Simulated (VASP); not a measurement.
# Ge2Sb2Se (Amm2) in VASP: further runs

The runs below take Ge2Sb2Se through single point, relaxation of cell and atoms, with PBE.

Everything below comes from runs of VASP 6.6.1. Logs are shortened: lines on timing, memory, paths and dates and some standing lists are left out, and cuts for length are marked.

### 1 The cell of the first run

It takes space group Amm2 (No. 38, orthorhombic). The conventional cell has a = 10.961 Å, b = 4.294 Å, c = 7.097 Å, α = 90.00°, β = 90.00°, γ = 90.00°. Ge (site symmetry m) has 1 Se at 2.40 Å and 3 Sb at 2.70 to 2.74 Å within 3.2 Å. Within 3.6 Å of Sb (site symmetry m) lie 3 Ge at 2.70 to 2.74 Å and 1 Se at 3.58 Å. Se (site symmetry mm2) has 2 Ge at 2.40 Å within 3.2 Å.

### 2 Single point, PBE

Input file INCAR:

```
SYSTEM = Ge2Sb2Se
ALGO = Normal
EDIFF = 1E-7
ENCUT = 520
GGA = PE
ISIF = 2
ISMEAR = 0
LASPH = .True.
LCHARG = .True.
LELF = .True.
LREAL = .False.
LVHAR = .True.
LWAVE = .False.
NBANDS = 30
NELM = 80
PREC = Accurate
SIGMA = 0.15
```

Input file KPOINTS:

```
k-points
0
Gamma
  1 4 4
  0 0 0
```

Input file POSCAR:

```
Ge2Sb2Se
1.0
   10.9610287504      0.0000000000      0.0000000000
    0.0000000000      2.1470781652      3.5485540912
    0.0000000000     -2.1470781652      3.5485540912
Ge Sb Se
2 2 1
Direct
    0.8072443941      0.0031503650      0.0031503650
    0.1927556059      0.0031503650      0.0031503650
    0.3041732606      0.6571452065      0.6571452065
    0.6958267394      0.6571452065      0.6571452065
    0.0000000000      0.8428088570      0.8428088570
```

Potentials or basis: VASP PAW PBE potentials, release 64 (Ge_d, Sb, Se).

Started as:

```sh
$ cat potpaw_PBE.64/Ge_d/POTCAR potpaw_PBE.64/Sb/POTCAR potpaw_PBE.64/Se/POTCAR > POTCAR
$ mpirun -np 1 vasp_std > vasp.out
```

OUTCAR:

```text
SYSTEM = Ge2Sb2Se
   EDIFF = 1E-7
   ENCUT = 520
   GGA = PE
   ISIF = 2
   ISMEAR = 0
   LASPH = .True.
   LREAL = .False.
   NELM = 80
   PREC = Accurate

 ion  position               nearest neighbor table
   1  0.807  0.003  0.003-   5 2.40   4 2.70   4 2.70   4 2.74
   2  0.193  0.003  0.003-   5 2.40   3 2.70   3 2.70   3 2.74
   3  0.304  0.657  0.657-   2 2.70   2 2.70   2 2.74
   4  0.696  0.657  0.657-   1 2.70   1 2.70   1 2.74
   5  0.000  0.843  0.843-   1 2.40   2 2.40

  LATTYP: Found a base centered orthorhombic cell.
 ALAT       =     4.2941563304
 B/A-ratio  =     1.6527363320
 C/A-ratio  =     2.5525453447

  Lattice vectors:

 A1 = (   0.0000000000,   2.1470781652,  -3.5485540912)
 A2 = (   0.0000000000,   2.1470781652,   3.5485540912)
 A3 = (  10.9610287504,   0.0000000000,   0.0000000000)

Analysis of symmetry for initial positions (statically):
=====================================================================
 Subroutine PRICEL returns:
 Original cell was already a primitive cell.

 Routine SETGRP: Setting up the symmetry group for a
 base centered orthorhombic supercell.

 Subroutine GETGRP returns: Found  4 space group operations
 (whereof  4 operations were pure point group operations)
 out of a pool of  8 trial point group operations.

The static configuration has the point symmetry C_2v.

Analysis of symmetry for dynamics (positions and initial velocities):
=====================================================================
 Subroutine PRICEL returns:
 Original cell was already a primitive cell.

 Routine SETGRP: Setting up the symmetry group for a
 base centered orthorhombic supercell.

 Subroutine GETGRP returns: Found  4 space group operations
 (whereof  4 operations were pure point group operations)
 out of a pool of  8 trial point group operations.

The dynamic configuration has the point symmetry C_2v.

 Subroutine INISYM returns: Found  4 space group operations
 (whereof  4 operations are pure point group operations),
 and found     1 'primitive' translations

----------------------------------------------------------------------------------------

                                     Primitive cell

  volume of cell :     167.0247

  direct lattice vectors                    reciprocal lattice vectors
    10.961028750  0.000000000  0.000000000     0.091232312  0.000000000  0.000000000
     0.000000000  2.147078165  3.548554091     0.000000000  0.232874614  0.140902460
     0.000000000 -2.147078165  3.548554091     0.000000000 -0.232874614  0.140902460

  length of vectors
    10.961028750  4.147551179  4.147551179     0.091232312  0.272183925  0.272183925

  position of ions in fractional coordinates (direct lattice)
     0.807244394  0.003150365  0.003150365
     0.192755606  0.003150365  0.003150365
     0.304173261  0.657145206  0.657145206
     0.695826739  0.657145206  0.657145206
     0.000000000  0.842808857  0.842808857

  ion indices of the primitive-cell ions
   primitive index   ion index
                 1           1
                 2           2
                 3           3
                 4           4
                 5           5

----------------------------------------------------------------------------------------

 KPOINTS: k-points

Automatic generation of k-mesh.
 Grid dimensions read from file:
 generate k-points for:    1    4    4

 Generating k-lattice:

  Cartesian coordinates                     Fractional coordinates (reciprocal lattice)
     0.091232312  0.000000000  0.000000000     1.000000000  0.000000000  0.000000000
     0.000000000  0.058218654  0.035225615     0.000000000  0.250000000  0.000000000
     0.000000000 -0.058218654  0.035225615     0.000000000  0.000000000  0.250000000

  Length of vectors
     0.091232312  0.068045981  0.068045981

  Shift w.r.t. Gamma in fractional coordinates (k-lattice)
     0.000000000  0.000000000  0.000000000

 Subroutine IBZKPT returns following result:
 ===========================================

 Found      7 irreducible k-points:

 Following reciprocal coordinates:
            Coordinates               Weight
  0.000000  0.000000  0.000000      1.000000
  0.000000  0.250000  0.000000      4.000000
  0.000000  0.500000  0.000000      2.000000
  0.000000  0.250000  0.250000      2.000000
  0.000000  0.500000  0.250000      4.000000
  0.000000 -0.250000  0.250000      2.000000
  0.000000  0.500000  0.500000      1.000000
   k-points           NKPTS =      7   k-points in BZ     NKDIM =      7   number of bands    NBANDS=     30
   number of dos      NEDOS =    301   number of ions     NIONS =      5
   total plane-waves  NPLWV =  86016
   dimension x,y,z NGX =    84 NGY =   32 NGZ =   32
   dimension x,y,z NGXF=   168 NGYF=   64 NGZF=   64
   ions per type =               2   2   1
   NGX,Y,Z   is equivalent  to a cutoff of  12.74, 12.83, 12.83 a.u.
   NGXF,Y,Z  is equivalent  to a cutoff of  25.48, 25.65, 25.65 a.u.
 SYSTEM =  Ge2Sb2Se
   PREC   = accura    normal or accurate (medium, high low for compatibility)
   ISTART =      0    job   : 0-new  1-cont  2-samecut
   ICHARG =      2    charge: 1-file 2-atom 10-const
   ISPIN  =      1    spin polarized calculation?
   LNONCOLLINEAR =      F non collinear calculations
   LSORBIT =      F    spin-orbit coupling
   LASPH  =      T    aspherical Exc in radial PAW
   ENCUT  =  520.0 eV  38.22 Ry    6.18 a.u.  20.38  7.71  7.71*2*pi/ulx,y,z
   NELM   =     80;   NELMIN=  2; NELMDL= -5     # of ELM steps
   EDIFF  = 0.1E-06   stopping-criterion for ELM
   LREAL  =      F    real-space projection
   EDIFFG = 0.1E-05   stopping-criterion for IOM
   NSW    =      0    number of steps for IOM
   IBRION =     -1    ionic relax: 0-MD 1-quasi-New 2-CG
   NFREE  =      0    steps in history (QN), initial steepest desc. (CG)
   ISIF   =      2    stress and relaxation
   ISYM   =      2    0-nonsym 1-usesym 2-fastsym
   POTIM  = 0.5000    time-step for ionic-motion
   TEBEG  =    0.0;   TEEND  =   0.0 temperature during run
   PSTRESS=    0.0 pullay stress
   NELECT =      44.0000    total number of electrons
   NUPDOWN=      -1.0000    fix difference up-down
   EMIN   =  10.00;   EMAX   =-10.00  energy-range for DOS
   EFERMI =   0.00;   METHOD = LEGACY
   ISMEAR =     0;   SIGMA  =   0.15  broadening in eV -4-tet -1-fermi 0-gaus
   EFERMI_NEDOS =   21; number of points for ismear=-14 and -15
   IALGO  =     38    algorithm
   IMIX   =      4    mixing-type and parameters
     AMIX     =   0.40;   BMIX     =  1.00
     AMIX_MAG =   1.60;   BMIX_MAG =  1.00
  volume/ion in A,a.u.               =      33.40       225.43
  Fermi-wavevector in a.u.,A,eV,Ry     =   1.049459  1.983190 14.984973  1.101364
  Thomas-Fermi vector in A             =   2.184423
   LORBIT       =      0    0 simple, 1 ext, 2 COOP (PROOUT), +10 PAW based schemes
   GGA     = PE    functional components
   LHFCALC =     F    Hartree Fock is set to
   AEXX    =    0.0000 exact exchange contribution
   IVDW    =     0    specifies the selected vdW correction
   LEPSILON=     F    determine dielectric tensor
   LRPA    =     F    only Hartree local field effects (RPA)
 non-spin polarized calculation
 Gauss-broadening in eV      SIGMA  =   0.15
  energy-cutoff  :      520.00
  volume of cell :      167.02
 maximum number of plane-waves:      4514
 NGX is ok and might be reduce to    84
   NGX = 41   NGY = 15   NGZ = 15

 number of electron      44.0000000 magnetization

 Free energy of the ion-electron system (eV)
  ---------------------------------------------------
  ext. energy  EPLUGINS =         0.00000000
  ---------------------------------------------------
  free energy    TOTEN  =       -20.27414123 eV

  energy without entropy =      -20.26634803  energy(sigma->0) =      -20.27024463

 E-fermi :   3.1891     XC(G=0):  -8.3142

 val. band max:        3.0954673309   @ k =   0.0000   0.5000   0.5000
 cond. band min:       3.2780478016   @ k =   0.0000   0.0000   0.0000
 fundamental gap:      0.1825804707
 Fermi energy:         3.1890896864

 k-point     1 :       0.0000    0.0000    0.0000
  band No.  band energies     occupation
      1     -21.4368      2.00000
      2     -21.4313      2.00000
      3     -21.4139      2.00000
      4     -21.4124      2.00000
      5     -21.4016      2.00000
      6     -21.4010      2.00000
[... 22 lines left out ...]
     29       6.4588      0.00000
     30       8.2607      0.00000

 k-point     2 :       0.0000    0.2500    0.0000
  band No.  band energies     occupation
      1     -21.4370      2.00000
      2     -21.4317      2.00000
      3     -21.4134      2.00000
      4     -21.4118      2.00000
      5     -21.4027      2.00000
      6     -21.4021      2.00000
[... 22 lines left out ...]
     29       7.3167      0.00000
     30       8.8438      0.00000

 k-point     3 :       0.0000    0.5000    0.0000
  band No.  band energies     occupation
      1     -21.4374      2.00000
      2     -21.4322      2.00000
      3     -21.4129      2.00000
      4     -21.4111      2.00000
      5     -21.4039      2.00000
      6     -21.4033      2.00000
[... 22 lines left out ...]
     29       7.9616      0.00000
     30       9.7410      0.00000

 k-point     4 :       0.0000    0.2500    0.2500
  band No.  band energies     occupation
      1     -21.4374      2.00000
      2     -21.4321      2.00000
      3     -21.4139      2.00000
      4     -21.4120      2.00000
      5     -21.4018      2.00000
      6     -21.4012      2.00000
[... 22 lines left out ...]
     29       7.4963      0.00000
     30       7.7470      0.00000

 k-point     5 :       0.0000    0.5000    0.2500
  band No.  band energies     occupation
      1     -21.4377      2.00000
      2     -21.4326      2.00000
      3     -21.4133      2.00000
      4     -21.4113      2.00000
      5     -21.4031      2.00000
      6     -21.4024      2.00000
[... 22 lines left out ...]
     29       7.7525      0.00000
     30       7.9708      0.00000

 k-point     6 :       0.0000   -0.2500    0.2500
  band No.  band energies     occupation
      1     -21.4373      2.00000
      2     -21.4321      2.00000
      3     -21.4128      2.00000
      4     -21.4110      2.00000
      5     -21.4039      2.00000
      6     -21.4033      2.00000
[... 22 lines left out ...]
     29       7.9491      0.00000
     30       9.0491      0.00000

 k-point     7 :       0.0000    0.5000    0.5000
  band No.  band energies     occupation
      1     -21.4381      2.00000
      2     -21.4330      2.00000
      3     -21.4138      2.00000
      4     -21.4116      2.00000
      5     -21.4021      2.00000
      6     -21.4014      2.00000
[... 22 lines left out ...]
     29       7.8064      0.00000
     30       8.0577      0.00000

------------------------ aborting loop because EDIFF is reached ----------------------------------------

  FORCE on cell =-STRESS in cart. coord.  units (eV):
  Direction    XX          YY          ZZ          XY          YZ          ZX
  --------------------------------------------------------------------------------------
  -------------------------------------------------------------------------------------
  Total        0.4435694      0.1854984      0.0602761      0.0000000      0.0000000      0.0000000
  in kB        4.2549215      1.7793863      0.5781960      0.0000000      0.0000000      0.0000000
  external PRESSURE =       2.2041679 kB  Pullay stress =       0.0000000 kB

 VOLUME and BASIS-vectors are now :
 -----------------------------------------------------------------------------
  energy-cutoff  :      520.00
  volume of cell :      167.02
      direct lattice vectors                 reciprocal lattice vectors
    10.961028750  0.000000000  0.000000000     0.091232312  0.000000000  0.000000000
     0.000000000  2.147078165  3.548554091     0.000000000  0.232874614  0.140902460
     0.000000000 -2.147078165  3.548554091     0.000000000 -0.232874614  0.140902460

 POSITION                                       TOTAL-FORCE (eV/Angst)
 -----------------------------------------------------------------------------------
      8.84823      0.00000      0.02236         0.026143      0.000000     -0.050528
      2.11280      0.00000      0.02236        -0.026143      0.000000     -0.050528
      3.33405      0.00000      4.66383         0.038995      0.000000      0.059544
      7.62698      0.00000      4.66383        -0.038995      0.000000      0.059544
      0.00000      0.00000      5.98151         0.000000      0.000000     -0.018032
 -----------------------------------------------------------------------------------
    total drift:                                0.000000      0.000000     -0.003259

  FREE ENERGIE OF THE ION-ELECTRON SYSTEM (eV)
  ---------------------------------------------------
  free  energy   TOTEN  =       -20.2741412340 eV

  energy  without entropy=      -20.2663480276  energy(sigma->0) =      -20.27024463
```

Wall time 42 s (1 thread of Intel Xeon Platinum 8488C (Sapphire Rapids), shared host); peak memory 0.28 GiB.

Results:

```yaml
Free_energy: -20.2741 eV
Pressure: 0.2 GPa
Largest_force: 0.071 eV/Å
Band_gap_on_the_k_mesh: zero (bands 22 and 23 overlap by 0.18 eV)
```

Forces on the atoms (eV/Å):
```
Ge   0.026  0.000 -0.051
Ge  -0.026  0.000 -0.051
Sb   0.039  0.000  0.060
Sb  -0.039  0.000  0.060
Se   0.000  0.000 -0.018
```

Stress tensor (GPa, compression positive):
```
0.43 0.00 0.00
0.00 0.18 0.00
0.00 0.00 0.06
```

Levels at points of the mesh, in eV from the Fermi level:
| k point | band 19 | band 20 | band 21 | band 22 | band 23 | band 24 | band 25 | band 26 |
| --- | --- | --- | --- | --- | --- | --- | --- | --- |
| (0.00, 0.00, 0.00) | -0.84 | -0.53 | -0.45 | 0.09 | 0.69 | 0.80 | 2.04 | 2.78 |
| (0.00, 0.50, 0.00) | -1.84 | -1.80 | -1.33 | -0.76 | 0.64 | 0.90 | 2.28 | 2.30 |
| (0.00, 0.50, 0.50) | -2.30 | -2.28 | -1.35 | -0.79 | -0.09 | 1.09 | 1.98 | 3.45 |

Caveat: the k points lie up to 0.57 Å⁻¹ apart; spin-orbit coupling is left out, which moves the levels of the heavy elements; this functional lacks dispersion, which binds the layers, so the pressure and a relaxed spacing across them are unreliable.

### 3 Relaxation of cell and atoms, PBE

This run uses another cell than the first one, of 28.64 Å³/atom.

Input file INCAR:

```
PREC     = Accurate       # precision mode
ENCUT    = 600            # plane-wave cutoff, eV
EDIFF    = 1E-6           # SCF threshold, eV
ISMEAR   = 0              # smearing method
SIGMA    = 0.15           # smearing width, eV
LREAL    = F              # projectors in reciprocal space
LASPH    = T              # aspherical terms in the spheres
NELM     = 60             # most SCF steps
ALGO     = Normal         # electronic algorithm
ISIF     = 3              # what is computed and relaxed
LWAVE    = F              # write WAVECAR
LCHARG   = F              # write CHGCAR
GGA      = PE             # functional
IBRION   = 2              # ionic algorithm
NSW      = 36             # ionic steps
EDIFFG   = -0.08          # ionic threshold
```

Input file KPOINTS:

```
Automatic mesh
0
Gamma
  1 4 4
```

Input file POSCAR:

```
Ge2Sb2Se
1.0
   10.6000000000      0.0000000000      0.0000000000
    0.0000000000      1.9750000000      3.4200000000
    0.0000000000     -1.9750000000      3.4200000000
Ge Sb Se
2 2 1
Direct
    0.8020000000      0.0000000000      0.0000000000
    0.1980000000      0.0000000000      0.0000000000
    0.3250000000      0.6667000000      0.6667000000
    0.6750000000      0.6667000000      0.6667000000
    0.0000000000      0.8300000000      0.8300000000
```

Potentials or basis: VASP PAW PBE potentials, release 64 (Ge_d, Sb, Se).

Started as:

```sh
$ cat potpaw_PBE.64/Ge_d/POTCAR potpaw_PBE.64/Sb/POTCAR potpaw_PBE.64/Se/POTCAR > POTCAR
$ mpirun -np 1 vasp_std > vasp.out
```

It took 7.5 min on 1 thread of Intel Xeon Platinum 8488C (Sapphire Rapids), shared host; peak memory 0.32 GiB.

It converged, with:

```yaml
Free_energy: -20.2764 eV
Relaxed_volume: 33.87 Å³/atom
Relaxed_cell: a = 11.068 Å, b = 4.165 Å, c = 4.165 Å, α = 61.88°, β = 90.00°, γ = 90.00°
Space_group_after_relaxing_to_0.1_Å: Amm2 (No. 38)
Energy_gained_by_relaxing: 81.6 meV/atom
Ionic_steps: 22
Pressure_after_relaxing: 0.0 GPa
Largest_force_after_relaxing: 0.052 eV/Å
Band_gap_on_the_k_mesh: zero (bands 22 and 23 overlap by 0.05 eV)
```

Forces in eV/Å, atoms in the order of the input:
```
Ge   0.026  0.000  0.029
Ge  -0.026  0.000  0.029
Sb  -0.032  0.000 -0.041
Sb   0.032  0.000 -0.041
Se   0.000  0.000  0.025
```

Stress tensor (GPa, compression positive):
```
 0.00  0.00  0.00
 0.00 -0.09  0.00
 0.00  0.00 -0.06
```

Step by step:
```
step  energy change (eV)  largest force (eV/Å)  pressure (GPa)  volume (Å³)
   1              0.0000                0.3723            4.10       143.20
   2             -0.2220                0.8604           -0.91       158.85
   3             -0.2226                0.8375           -0.74       158.06
   4             -0.3280                0.5283           -0.32       159.88
   5             -0.3476                0.4099            0.00       160.98
   6             -0.3731                0.1312            0.07       161.32
   7             -0.3733                0.1496            0.08       161.35
   8             -0.3772                0.1016            0.16       161.83
   9             -0.3780                0.1382            0.23       162.84
  10             -0.3789                0.0984            0.20       162.42
  11             -0.3818                0.0837            0.07       163.36
  12             -0.3855                0.0765           -0.39       166.20
  13             -0.3883                0.0748           -0.34       166.27
  14             -0.3940                0.0867           -0.10       166.45
  15             -0.3908                0.2441            0.39       166.79
  16             -0.3954                0.1230            0.05       166.57
  17             -0.3986                0.1091            0.07       166.82
  18             -0.4017                0.1073            0.09       167.32
  19             -0.4039                0.0881            0.03       167.92
  20             -0.4055                0.1146           -0.13       169.25
  21             -0.4069                0.0882           -0.13       169.28
  22             -0.4081                0.0521           -0.05       169.33
```

Final structure:
```xyz
5
Lattice="11.0676 0.0000 0.0000 0.0000 2.1413 3.5725 0.0000 -2.1413 3.5725" Properties=species:S:1:pos:R:3 pbc="T T T"
Ge    8.9365    0.0000    0.0038
Ge    2.1311    0.0000    0.0038
Sb    3.3529    0.0000    4.7092
Sb    7.7146    0.0000    4.7092
Se    0.0000    0.0000    6.0316
```

Levels at points of the mesh, in eV from the Fermi level:
```
           k point  band 18  band 19  band 20  band 21  band 22  band 23  band 24  band 25  band 26
(0.00, 0.00, 0.00)    -1.21    -0.72    -0.50    -0.43     0.02     0.71     0.80     2.11     2.79
(0.00, 0.50, 0.00)    -2.54    -1.84    -1.80    -1.27    -0.74     0.67     0.86     2.32     2.33
(0.00, 0.50, 0.50)    -2.69    -2.20    -2.19    -1.27    -0.70    -0.03     1.17     2.03     3.46
```

Caveat: the k points lie up to 0.57 Å⁻¹ apart in the final cell; the volume moved by over 15 % at a fixed basis, so the end points are rough; spin-orbit coupling is left out, which moves the levels of the heavy elements; this functional lacks dispersion, which binds the layers, so the pressure and a relaxed spacing across them are unreliable; the relaxation stopped at a loose force limit of 0.08 eV/Å, so its end isn't a converged minimum.
